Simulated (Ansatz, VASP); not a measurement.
## Ir: VASP beside Ansatz

```
CELL_PARAMETERS angstrom
2.69540 0.00000 0.00000
-1.34770 2.33429 0.00000
0.00000 0.00000 21.69830
ATOMIC_POSITIONS crystal
Ir 0.83333 0.16667 0.29956
Ir 0.16667 0.83333 0.39879
Ir 0.50000 0.50000 0.50000
Ir 0.83333 0.16667 0.60121
Ir 0.16667 0.83333 0.70044
```

Alike in both runs: task single point; functional LDA; k mesh 15 × 15 × 1; occupations fermi-dirac, width 0.08 eV; no spin polarisation.

```csv
,VASP,Ansatz
version,VASP 6.6.1,Ansatz 0.2.0
potentials or method,"VASP PAW LDA potentials, release 64 (Ir), cutoff 520 eV","all-electron LAPW, scalar-relativistic"
```

|  | VASP | Ansatz | Ansatz less VASP |
| --- | --- | --- | --- |
| rms of the force components (eV/Å) | 0.041 | 0.002 | -0.0399 |

LDA's correlation is that of Perdew and Zunger in VASP and of Perdew and Wang (1992) in Ansatz. Atom by atom the forces differ by 0.043 eV/Å (rms over components). Ansatz ran all-electron here, and VASP with PAW potentials. Ansatz's warnings: vacuum density over bound.

Neither program's run includes spin-orbit coupling.
